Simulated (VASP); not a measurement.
The system is HfSi2O6.

```
Hf Si O
1.0
    -1.83237    1.83237    7.77410
     1.83237   -1.83237    7.77410
     1.83237    1.83237   -7.77410
Hf Si O
1 2 6
Cartesian
  0.0000 0.0000 7.7741
  0.0000 0.0000 12.9568
  0.0000 0.0000 2.5914
  1.8324 0.0000 6.4784
  1.8324 0.0000 1.2957
  0.0000 1.8324 3.8871
  0.0000 1.8324 1.2957
  1.8324 0.0000 3.8871
  0.0000 1.8324 6.4784
```

- Program: VASP 6.6.1
- Task: relaxation of cell and atoms
- Functional: PBE
- Potentials or basis: VASP PAW PBE potentials, release 64 (Hf_pv, Si, O)
- Cutoff: 600 eV
- k mesh: 6 × 6 × 6
- Occupations: gaussian, width 0.1 eV
- Spin: no spin polarisation

At the start: pressure -32.2 GPa; volume 11.60 Å³/atom.

Problem. Where does the relaxation end?

Solution. Over 9 steps the energy falls by 355.0 meV/atom and the volume is 9.07 Å³/atom (-21.8 %); space group I4/mmm (No. 139, to 0.1 Å) before and after.

The path:
```tsv
step	energy change (eV)	largest force (eV/Å)	pressure (GPa)	volume (Å³)
1	0.0000	0.9516	-32.16	104.41
2	-1.7549	2.8146	41.60	73.02
3	-2.7805	2.1334	1.34	82.81
4	-3.1354	1.2087	2.16	80.98
5	-3.1469	1.0778	1.82	81.26
6	-3.1797	0.5280	-1.38	82.09
7	-3.1948	0.0428	-0.32	81.79
8	-3.1948	0.0627	-0.27	81.78
9	-3.1950	0.0174	0.18	81.63
```

Final structure:
```
CELL_PARAMETERS angstrom
-1.68253 1.68253 7.20915
1.68253 -1.68253 7.20915
1.68253 1.68253 -7.20915
ATOMIC_POSITIONS crystal
Hf 0.50000 0.50000 0.00000
Si 0.82968 0.82968 0.00000
Si 0.17032 0.17032 0.00000
O 0.40840 0.90840 0.50000
O 0.09160 0.59160 0.50000
O 0.75000 0.25000 0.50000
O 0.59160 0.09160 0.50000
O 0.25000 0.75000 0.50000
O 0.90840 0.40840 0.50000
```

Caveat: the volume moved by over 15 % at a fixed basis, so the end points are rough.
